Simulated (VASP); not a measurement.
A run of VASP 6.6.1:

INCAR

```
SYSTEM = TiN
PREC     = Accurate       ! precision mode
ENCUT    = 600            ! plane-wave cutoff, eV
EDIFF    = 1E-6           ! SCF threshold, eV
ISMEAR   = -1             ! smearing method
SIGMA    = 0.15           ! smearing width, eV
LREAL    = .False.        ! projectors in reciprocal space
LASPH    = .True.         ! aspherical terms in the spheres
NELM     = 60             ! most SCF steps
ALGO     = Normal         ! electronic algorithm
ISIF     = 3              ! what is computed and relaxed
LWAVE    = .False.        ! write WAVECAR
LCHARG   = .False.        ! write CHGCAR
IBRION   = 2              ! ionic algorithm
NSW      = 80             ! ionic steps
EDIFFG   = -0.001         ! ionic threshold
```

The input KPOINTS:

```
Automatic mesh
0
Gamma
  14 14 14
  0 0 0
```

File POSCAR:

```
TiN
1.0
    0.0000000000      2.0859620324      2.0859620324
    2.0859620324      0.0000000000      2.0859620324
    2.0859620324      2.0859620324      0.0000000000
Ti N
1 1
Direct
    0.0000000000      0.0000000000      0.0000000000
    0.5000000000      0.5000000000      0.5000000000
```

Potentials or basis: VASP PAW LDA potentials, release 64 (Ti_sv, N).

The run is started by

```console
$ cat potpaw_LDA.64/Ti_sv/POTCAR potpaw_LDA.64/N/POTCAR > POTCAR
$ mpirun -np 1 vasp_std > vasp.out
```

Hardware: 1 thread of Intel(R) Xeon(R) Platinum 8488C (Sapphire Rapids) (shared host).

Question: How long does it take, and how much memory?

Answer: Run time: 59 s on 1 thread of Intel(R) Xeon(R) Platinum 8488C (Sapphire Rapids), with other jobs on the host, peak memory 0.16 GiB. Counts: scf iterations 35, k points 104, ion steps 4.
